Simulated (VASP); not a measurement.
Be:

```xyz
2
Lattice="2.2853 0.0000 0.0000 -1.1426 1.9791 0.0000 0.0000 0.0000 3.5842" Properties=species:S:1:pos:R:3 pbc="T T T"
Be    1.1427    0.6597    2.6882
Be    0.0000    1.3194    0.8961
```

Base run:

- Program: VASP 6.6.1
- Functional: PBE
- Potentials or basis: VASP PAW PBE potentials, release 64 (Be)
- Cutoff: 520 eV
- k mesh: 13 × 13 × 8
- Occupations: gaussian, width 0.1 eV
- Spin: no spin polarisation

Its results: band gap on the k mesh zero (bands 2 and 3 overlap by 1.62 eV); pressure -2.7 GPa.

Question: The run is repeated on the same cell with these changes: functional from PBE to RPBE; cutoff from 520 eV to 600 eV; occupations from gaussian, width 0.1 eV to gaussian, width 0.01 eV. What comes out?

Answer: Band gap on the k mesh zero (bands 2 and 3 overlap by 1.63 eV); pressure 0.2 GPa.

Caveats: the PAW data sets were made with another functional, which shifts forces and pressure a little (at least some runs).
